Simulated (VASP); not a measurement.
AsP2, 6 atoms in the cell. The structure is cubic, space group Fd-3m (No. 227). The conventional cell has a = 7.640 Å, b = 7.640 Å, c = 7.640 Å, α = 90.00°, β = 90.00°, γ = 90.00°. Within 3.6 Å of P (site symmetry -3m) lie 6 P at 2.70 Å and 6 As at 3.17 Å. As (site symmetry -43m) has 12 P at 3.17 Å and 4 As at 3.31 Å within 4.2 Å. 

* Program: VASP 6.6.1
* Task: single point
* Functional: PBE
* Potentials or basis: VASP PAW PBE potentials, release 64 (P, As)
* Cutoff: 500 eV
* k mesh: 4 × 4 × 4
* Occupations: gaussian, width 0.1 eV
* Spin: no spin polarisation
* Dipole correction: no
* Further INCAR settings: ALGO = Normal; EDIFF = 1e-06; NBANDS = 24

Potentials or basis: VASP PAW PBE potentials, release 64 (P, As).

Command:

```sh
$ cat potpaw_PBE.64/P/POTCAR potpaw_PBE.64/As/POTCAR > POTCAR
$ mpirun -np 1 vasp_std > vasp.out
```

Hardware: 1 thread of Oxide Virtual Turin-like Processor, on a shared host.

Question: Estimate the wall time of this run.

Answer: Run time: 24 s on 1 thread of Oxide Virtual Turin-like Processor, with other jobs on the host, peak memory 0.2 GiB. Counts: scf iterations 13, k points 8.
